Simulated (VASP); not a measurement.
The system is CdSe.

```xyz
2
Lattice="0.0000 3.0986 3.0986 3.0986 0.0000 3.0986 3.0986 3.0986 0.0000" Properties=species:S:1:pos:R:3 pbc="T T T"
Cd    0.0000    0.0000    0.0000
Se    4.6479    4.6479    4.6479
```

| Quantity | Value |
| --- | --- |
| Program | VASP 6.6.1 |
| Task | relaxation of cell and atoms |
| Functional | PBEsol |
| Potentials or basis | VASP PAW PBE potentials, release 64 (Cd, Se) |
| Cutoff | 600 eV |
| k mesh | 6 × 6 × 6 |
| Occupations | fermi-dirac, width 0.02 eV |
| Spin | no spin polarisation |

At the start: pressure -2.3 GPa; volume 29.75 Å³/atom.

Question: Where does the relaxation end?

Answer: Over 3 steps the energy falls by 11.3 meV/atom and the volume is 28.28 Å³/atom (-5.0 %); space group F-43m (No. 216, to 0.05 Å).

The path:
| step | energy change (eV) | largest force (eV/Å) | pressure (GPa) | volume (Å³) |
| --- | --- | --- | --- | --- |
| 1 | 0.0000 | 0.0000 | -2.34 | 59.50 |
| 2 | -0.0211 | 0.0000 | 0.69 | 55.84 |
| 3 | -0.0226 | 0.0000 | -0.01 | 56.55 |

Final structure:
```
CELL_PARAMETERS angstrom
0.00000 3.04655 3.04655
3.04655 0.00000 3.04655
3.04655 3.04655 0.00000
ATOMIC_POSITIONS crystal
Cd 0.00000 0.00000 0.00000
Se 0.75000 0.75000 0.75000
```

Caveat: the PAW data sets were made with another functional, which shifts forces and pressure a little.
